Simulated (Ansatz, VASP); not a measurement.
## One calculation of Ta, two programs

```
CELL_PARAMETERS angstrom
0.00000 2.96176 2.96176
2.96176 0.00000 2.96176
2.96176 2.96176 0.00000
ATOMIC_POSITIONS crystal
Ta 0.12500 0.12500 0.12500
Ta 0.87500 0.87500 0.87500
```

Alike in both runs: task single point; functional PBEsol; k mesh 10 × 10 × 10; occupations fermi-dirac, width 0.1 eV; no spin polarisation.

|  | VASP | Ansatz |
| --- | --- | --- |
| version | VASP 6.6.1 | Ansatz 0.2.0 |
| potentials or method | VASP PAW PBE potentials, release 64 (Ta_pv), cutoff 520 eV | plane waves (420 eV) with PAW, scalar-relativistic |
| valence electrons in the cell | 22 | 26 |

|  | VASP | Ansatz | Ansatz less VASP |
| --- | --- | --- | --- |
| pressure (GPa) | 3.5 | 3.3 | -0.20 |

VASP's potentials were made for PBE, not for PBEsol, and Ansatz warns of the same on its side. VASP's potentials hold 22 valence electrons a cell and Ansatz's 26, so a difference there can come from the potentials and not from the codes.

Neither program's run includes spin-orbit coupling.
